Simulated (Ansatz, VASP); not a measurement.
## B6C in VASP and in Ansatz

```
CELL_PARAMETERS angstrom
3.39781 0.00000 0.00000
-1.69890 2.94259 0.00000
0.00000 0.00000 7.43318
ATOMIC_POSITIONS crystal
B 0.50000 0.00000 0.50000
B 0.00000 0.50000 0.50000
B 0.50000 0.50000 0.50000
B 0.50000 0.00000 0.00000
B 0.00000 0.50000 0.00000
B 0.50000 0.50000 0.00000
C 0.00000 0.00000 0.50000
```

Alike in both runs: functional PBE; k mesh 5 × 5 × 3; occupations gaussian, width 0.2 eV; no spin polarisation.

Ansatz relaxed the structure, and its values are those at the end. VASP's run is a single point on that final structure, the one shown.

|  | VASP | Ansatz |
| --- | --- | --- |
| version | VASP 6.6.1 | Ansatz 0.2.0 |
| potentials or method | VASP PAW PBE potentials, release 64 (B, C), cutoff 600 eV | scalar-relativistic, plane waves, PAW |
| valence electrons in the cell | 22 | 22 |

|  | VASP | Ansatz | Ansatz less VASP |
| --- | --- | --- | --- |
| gap on the k mesh at the Fermi level (eV) | none | none | - |
| pressure (GPa) | 0.4 | 0.5 | +0.09 |

A gap of «none» marks a metal or a gap that the smearing closes. The functional is the same, so the differences come from potentials, cutoffs and numerics.

The k mesh is coarse, so the values compare programs but aren't converged.
